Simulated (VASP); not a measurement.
# N (P2_13) in VASP: single point with PBE

Aim: the single point of N with PBE.

Program: VASP 6.6.1. These are calculated values, not measurements. Logs are shortened: lines on timing, memory, paths and dates and some standing lists are left out, and cuts for length are marked.

## Step 1: The cell of the first run

Symmetry: P2_13, No. 198, cubic system. Conventional cell: a = 5.815 Å, b = 5.815 Å, c = 5.815 Å, α = 90.00°, β = 90.00°, γ = 90.00°. Within 1.5 Å of N (site symmetry 3) lie 1 N at 1.11 Å. Within 1.5 Å of N (site symmetry 3) lie 1 N at 1.11 Å.

## Step 2: Single point, PBE

INCAR reads:

```
SYSTEM = N
PREC = Accurate ; ENCUT = 1330
EDIFF = 1E-6 ; ISMEAR = 0
SIGMA = 0.1 ; LREAL = .FALSE.
LASPH = .TRUE. ; NELM = 120
ALGO = Normal ; ISIF = 2
LWAVE = .FALSE. ; LCHARG = .FALSE.
GGA = PE ; NBANDS = 30
GGA_COMPAT = .FALSE.
```

KPOINTS reads:

```
regular mesh
0
G
  4 4 4
  0 0 0
```

POSCAR reads:

```
N
1.0
    5.8151017200      0.0000000000      0.0000000000
    0.0000000000      5.8151017200      0.0000000000
    0.0000000000      0.0000000000      5.8151017200
N
8
Direct
    0.0639014400      0.0639014400      0.0639014400
    0.4360985600      0.9360985600      0.5639014400
    0.5639014400      0.4360985600      0.9360985600
    0.9360985600      0.5639014400      0.4360985600
    0.9541388600      0.9541388600      0.9541388600
    0.5458611400      0.0458611400      0.4541388600
    0.4541388600      0.5458611400      0.0458611400
    0.0458611400      0.4541388600      0.5458611400
```

Potentials or basis: VASP PAW PBE potentials, release 64 (N_h).

Started as:

```console
cat potpaw_PBE.64/N_h/POTCAR > POTCAR
mpirun -np 1 vasp_std > vasp.out
```

OUTCAR:

```text
SYSTEM = N
   PREC = Accurate
   ENCUT = 1330
   EDIFF = 1E-6
   ISMEAR = 0
   LREAL = .FALSE.
   LASPH = .TRUE.
   NELM = 120
   ISIF = 2
   GGA = PE

 ion  position               nearest neighbor table
   1  0.064  0.064  0.064-   5 1.11
   2  0.436  0.936  0.564-   6 1.11
   3  0.564  0.436  0.936-   7 1.11
   4  0.936  0.564  0.436-   8 1.11
   5  0.954  0.954  0.954-   1 1.11
   6  0.546  0.046  0.454-   2 1.11
   7  0.454  0.546  0.046-   3 1.11
   8  0.046  0.454  0.546-   4 1.11

  LATTYP: Found a simple cubic cell.
 ALAT       =     5.8151017200

  Lattice vectors:

 A1 = (   5.8151017200,   0.0000000000,   0.0000000000)
 A2 = (   0.0000000000,   5.8151017200,   0.0000000000)
 A3 = (   0.0000000000,   0.0000000000,   5.8151017200)

Analysis of symmetry for initial positions (statically):
=====================================================================
 Subroutine PRICEL returns:
 Original cell was already a primitive cell.

 Routine SETGRP: Setting up the symmetry group for a
 simple cubic supercell.

 Subroutine GETGRP returns: Found 12 space group operations
 (whereof  3 operations were pure point group operations)
 out of a pool of 48 trial point group operations.

The static configuration has the point symmetry C_3 .
 The point group associated with its full space group is T   .

Analysis of symmetry for dynamics (positions and initial velocities):
=====================================================================
 Subroutine PRICEL returns:
 Original cell was already a primitive cell.

 Routine SETGRP: Setting up the symmetry group for a
 simple cubic supercell.

 Subroutine GETGRP returns: Found 12 space group operations
 (whereof  3 operations were pure point group operations)
 out of a pool of 48 trial point group operations.

The dynamic configuration has the point symmetry C_3 .
 The point group associated with its full space group is T   .

 Subroutine INISYM returns: Found 12 space group operations
 (whereof  3 operations are pure point group operations),
 and found     1 'primitive' translations

----------------------------------------------------------------------------------------

                                     Primitive cell

  volume of cell :     196.6400

  direct lattice vectors                    reciprocal lattice vectors
     5.815101720  0.000000000  0.000000000     0.171966037  0.000000000  0.000000000
     0.000000000  5.815101720  0.000000000     0.000000000  0.171966037  0.000000000
     0.000000000  0.000000000  5.815101720     0.000000000  0.000000000  0.171966037

  length of vectors
     5.815101720  5.815101720  5.815101720     0.171966037  0.171966037  0.171966037

  position of ions in fractional coordinates (direct lattice)
     0.063901440  0.063901440  0.063901440
     0.436098560  0.936098560  0.563901440
     0.563901440  0.436098560  0.936098560
     0.936098560  0.563901440  0.436098560
     0.954138860  0.954138860  0.954138860
     0.545861140  0.045861140  0.454138860
     0.454138860  0.545861140  0.045861140
     0.045861140  0.454138860  0.545861140

  ion indices of the primitive-cell ions
   primitive index   ion index
                 1           1
                 2           2
                 3           3
                 4           4
                 5           5
                 6           6
                 7           7
                 8           8

----------------------------------------------------------------------------------------

 KPOINTS: regular mesh

Automatic generation of k-mesh.
 Grid dimensions read from file:
 generate k-points for:    4    4    4

 Generating k-lattice:

  Cartesian coordinates                     Fractional coordinates (reciprocal lattice)
     0.042991509  0.000000000  0.000000000     0.250000000  0.000000000  0.000000000
     0.000000000  0.042991509  0.000000000     0.000000000  0.250000000  0.000000000
     0.000000000  0.000000000  0.042991509     0.000000000  0.000000000  0.250000000

  Length of vectors
     0.042991509  0.042991509  0.042991509

  Shift w.r.t. Gamma in fractional coordinates (k-lattice)
     0.000000000  0.000000000  0.000000000

 Subroutine IBZKPT returns following result:
 ===========================================

 Found     11 irreducible k-points:

 Following reciprocal coordinates:
            Coordinates               Weight
  0.000000  0.000000  0.000000      1.000000
  0.250000  0.000000  0.000000      6.000000
  0.500000  0.000000  0.000000      3.000000
  0.250000  0.250000  0.000000     12.000000
  0.500000  0.250000  0.000000      6.000000
 -0.250000  0.500000  0.000000      6.000000
  0.500000  0.500000  0.000000      3.000000
  0.250000  0.250000  0.250000      8.000000
  0.500000  0.250000  0.250000     12.000000
  0.500000  0.500000  0.250000      6.000000
  0.500000  0.500000  0.500000      1.000000
   k-points           NKPTS =     11   k-points in BZ     NKDIM =     11   number of bands    NBANDS=     30
   number of dos      NEDOS =    301   number of ions     NIONS =      8
   total plane-waves  NPLWV = 343000
   dimension x,y,z NGX =    70 NGY =   70 NGZ =   70
   dimension x,y,z NGXF=   140 NGYF=  140 NGZF=  140
   ions per type =               8
   NGX,Y,Z   is equivalent  to a cutoff of  20.01, 20.01, 20.01 a.u.
   NGXF,Y,Z  is equivalent  to a cutoff of  40.02, 40.02, 40.02 a.u.
 SYSTEM =  N
   PREC   = accura    normal or accurate (medium, high low for compatibility)
   ISTART =      0    job   : 0-new  1-cont  2-samecut
   ICHARG =      2    charge: 1-file 2-atom 10-const
   ISPIN  =      1    spin polarized calculation?
   LNONCOLLINEAR =      F non collinear calculations
   LSORBIT =      F    spin-orbit coupling
   LASPH  =      T    aspherical Exc in radial PAW
   ENCUT  = 1330.0 eV  97.75 Ry    9.89 a.u.  17.29 17.29 17.29*2*pi/ulx,y,z
   NELM   =    120;   NELMIN=  2; NELMDL= -5     # of ELM steps
   EDIFF  = 0.1E-05   stopping-criterion for ELM
   LREAL  =      F    real-space projection
   EDIFFG = 0.1E-04   stopping-criterion for IOM
   NSW    =      0    number of steps for IOM
   IBRION =     -1    ionic relax: 0-MD 1-quasi-New 2-CG
   NFREE  =      0    steps in history (QN), initial steepest desc. (CG)
   ISIF   =      2    stress and relaxation
   ISYM   =      2    0-nonsym 1-usesym 2-fastsym
   POTIM  = 0.5000    time-step for ionic-motion
   TEBEG  =    0.0;   TEEND  =   0.0 temperature during run
   PSTRESS=    0.0 pullay stress
   NELECT =      40.0000    total number of electrons
   NUPDOWN=      -1.0000    fix difference up-down
   EMIN   =  10.00;   EMAX   =-10.00  energy-range for DOS
   EFERMI =   0.00;   METHOD = LEGACY
   ISMEAR =     0;   SIGMA  =   0.10  broadening in eV -4-tet -1-fermi 0-gaus
   EFERMI_NEDOS =   21; number of points for ismear=-14 and -15
   IALGO  =     38    algorithm
   IMIX   =      4    mixing-type and parameters
     AMIX     =   0.40;   BMIX     =  1.00
     AMIX_MAG =   1.60;   BMIX_MAG =  1.00
  volume/ion in A,a.u.               =      24.58       165.87
  Fermi-wavevector in a.u.,A,eV,Ry     =   0.962803  1.819434 12.612464  0.926990
  Thomas-Fermi vector in A             =   2.092294
   LORBIT       =      0    0 simple, 1 ext, 2 COOP (PROOUT), +10 PAW based schemes
   GGA     = PE    functional components
   LHFCALC =     F    Hartree Fock is set to
   AEXX    =    0.0000 exact exchange contribution
   IVDW    =     0    specifies the selected vdW correction
   LEPSILON=     F    determine dielectric tensor
   LRPA    =     F    only Hartree local field effects (RPA)
 non-spin polarized calculation
 Gauss-broadening in eV      SIGMA  =   0.10
  energy-cutoff  :     1330.00
  volume of cell :      196.64
 maximum number of plane-waves:     21823
 NGX is ok and might be reduce to    70
   NGX = 35   NGY = 35   NGZ = 35

 number of electron      40.0000000 magnetization

 Free energy of the ion-electron system (eV)
  ---------------------------------------------------
  ext. energy  EPLUGINS =         0.00000000
  ---------------------------------------------------
  free energy    TOTEN  =       -67.36665993 eV

  energy without entropy =      -67.36665993  energy(sigma->0) =      -67.36665993

 E-fermi :  -6.0835     XC(G=0):  -6.1508

 val. band max:       -6.6040984610   @ k =   0.5000   0.0000   0.0000
 cond. band min:       0.8701753780   @ k =   0.0000   0.0000   0.0000
 fundamental gap:      7.4742738390
 Fermi energy:        -6.0835228295

 k-point     1 :       0.0000    0.0000    0.0000
  band No.  band energies     occupation
      1     -24.6860      2.00000
      2     -24.6449      2.00000
      3     -24.6449      2.00000
      4     -24.6449      2.00000
      5     -10.1434      2.00000
      6     -10.1434      2.00000
[... 22 lines left out ...]
     29       4.2041      0.00000
     30       6.9447      0.00000

 k-point     2 :       0.2500    0.0000    0.0000
  band No.  band energies     occupation
      1     -24.6800      2.00000
      2     -24.6512      2.00000
      3     -24.6447      2.00000
      4     -24.6445      2.00000
      5     -10.1456      2.00000
      6     -10.1408      2.00000
[... 22 lines left out ...]
     29       4.3428      0.00000
     30       5.9098      0.00000

 k-point     3 :       0.5000    0.0000    0.0000
  band No.  band energies     occupation
      1     -24.6656      2.00000
      2     -24.6656      2.00000
      3     -24.6446      2.00000
      4     -24.6446      2.00000
      5     -10.1404      2.00000
      6     -10.1404      2.00000
[... 253 lines left out ...]
     29       5.5662      0.00000
     30       5.5828      0.00000

 k-point    11 :       0.5000    0.5000    0.5000
  band No.  band energies     occupation
      1     -24.6549      2.00000
      2     -24.6549      2.00000
      3     -24.6549      2.00000
      4     -24.6549      2.00000
      5     -10.1360      2.00000
      6     -10.1360      2.00000
[... 22 lines left out ...]
     29       5.7591      0.00000
     30       5.7591      0.00000

------------------------ aborting loop because EDIFF is reached ----------------------------------------

  FORCE on cell =-STRESS in cart. coord.  units (eV):
  Direction    XX          YY          ZZ          XY          YZ          ZX
  --------------------------------------------------------------------------------------
  -------------------------------------------------------------------------------------
  Total       -0.5173005     -0.5173005     -0.5173005     -0.0000000      0.0000000      0.0000000
  in kB       -4.2148444     -4.2148444     -4.2148444     -0.0000000      0.0000000      0.0000000
  external PRESSURE =      -4.2148444 kB  Pullay stress =       0.0000000 kB

 VOLUME and BASIS-vectors are now :
 -----------------------------------------------------------------------------
  energy-cutoff  :     1330.00
  volume of cell :      196.64
      direct lattice vectors                 reciprocal lattice vectors
     5.815101720  0.000000000  0.000000000     0.171966037  0.000000000  0.000000000
     0.000000000  5.815101720  0.000000000     0.000000000  0.171966037  0.000000000
     0.000000000  0.000000000  5.815101720     0.000000000  0.000000000  0.171966037

 POSITION                                       TOTAL-FORCE (eV/Angst)
 -----------------------------------------------------------------------------------
      0.37159      0.37159      0.37159        -0.292688     -0.292688     -0.292688
      2.53596      5.44351      3.27914         0.292688      0.292688     -0.292688
      3.27914      2.53596      5.44351        -0.292688      0.292688      0.292688
      5.44351      3.27914      2.53596         0.292688     -0.292688      0.292688
      5.54841      5.54841      5.54841         0.283622      0.283622      0.283622
      3.17424      0.26669      2.64086        -0.283622     -0.283622      0.283622
      2.64086      3.17424      0.26669         0.283622     -0.283622     -0.283622
      0.26669      2.64086      3.17424        -0.283622      0.283622     -0.283622
 -----------------------------------------------------------------------------------
    total drift:                                0.000000      0.000000     -0.000000

  FREE ENERGIE OF THE ION-ELECTRON SYSTEM (eV)
  ---------------------------------------------------
  free  energy   TOTEN  =       -67.3666599296 eV

  energy  without entropy=      -67.3666599296  energy(sigma->0) =      -67.36665993
```

It took 3.1 min on 1 thread of Intel Xeon Platinum 8488C (Sapphire Rapids), shared host; peak memory 0.73 GiB.

Results:

| Quantity | Value |
| --- | --- |
| Free energy | -67.3667 eV |
| Pressure | -0.4 GPa |
| Largest force | 0.507 eV/Å |
| Band gap on the k mesh | 7.47 eV (least direct gap 7.49 eV) |

Forces on the atoms (eV/Å):
```
N   -0.293 -0.293 -0.293
N    0.293  0.293 -0.293
N   -0.293  0.293  0.293
N    0.293 -0.293  0.293
N    0.284  0.284  0.284
N   -0.284 -0.284  0.284
N    0.284 -0.284 -0.284
N   -0.284  0.284 -0.284
```

Caveat: this functional lacks dispersion, which holds the molecules together, so the pressure and a relaxed volume are unreliable. A k mesh can miss the band edges.
